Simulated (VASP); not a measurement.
Here is a VASP 6.6.1 calculation.

INCAR

```
PREC     = Accurate       # precision mode
ENCUT    = 600            # plane-wave cutoff, eV
EDIFF    = 1E-6           # SCF threshold, eV
ISMEAR   = 0              # smearing method
SIGMA    = 0.1            # smearing width, eV
LREAL    = F              # projectors in reciprocal space
LASPH    = T              # aspherical terms in the spheres
NELM     = 60             # most SCF steps
ALGO     = Normal         # electronic algorithm
ISIF     = 3              # what is computed and relaxed
LWAVE    = F              # write WAVECAR
LCHARG   = F              # write CHGCAR
GGA      = PE             # functional
IBRION   = 2              # ionic algorithm
NSW      = 90             # ionic steps
EDIFFG   = -0.04          # ionic threshold
```

Contents of KPOINTS:

```
regular mesh
0
Gamma
  4 4 6
```

POSCAR

```
Si
1.0
    2.6267331800     -5.6707501100      0.0000000000
    2.6267331800      5.6707501100      0.0000000000
    0.0000000000      0.0000000000      3.6619330500
Si
6
Direct
    0.0103742300      0.4026880100      0.2500000000
    0.4026880100      0.0103742300      0.7500000000
    0.5973119900      0.9896257700      0.2500000000
    0.9896257700      0.5973119900      0.7500000000
    0.4430938800      0.5569061200      0.2500000000
    0.5569061200      0.4430938800      0.7500000000
```

Potentials or basis: VASP PAW PBE potentials, release 64 (Si).

The run is started by

```sh
$ cat potpaw_PBE.64/Si/POTCAR > POTCAR
$ mpirun -np 1 vasp_std > vasp.out
```

Task: Predict the space group after relaxing (to 0.05 Å).

Result: Cmcm (No. 63).

Task: Estimate the relaxed volume.

Result: 22.04 Å³/atom.

Task: Estimate the relaxed cell.

Result: a = 6.631 Å, b = 6.631 Å, c = 3.852 Å, α = 90.00°, β = 90.00°, γ = 128.67°.

Forces on the atoms (eV/Å):
```
Si  -0.018 -0.006  0.000
Si  -0.018  0.006  0.000
Si   0.018 -0.006  0.000
Si   0.018  0.006  0.000
Si   0.000  0.009  0.000
Si   0.000 -0.009  0.000
```

Caveat: the volume moved by over 15 % at a fixed basis, so the end points are rough.
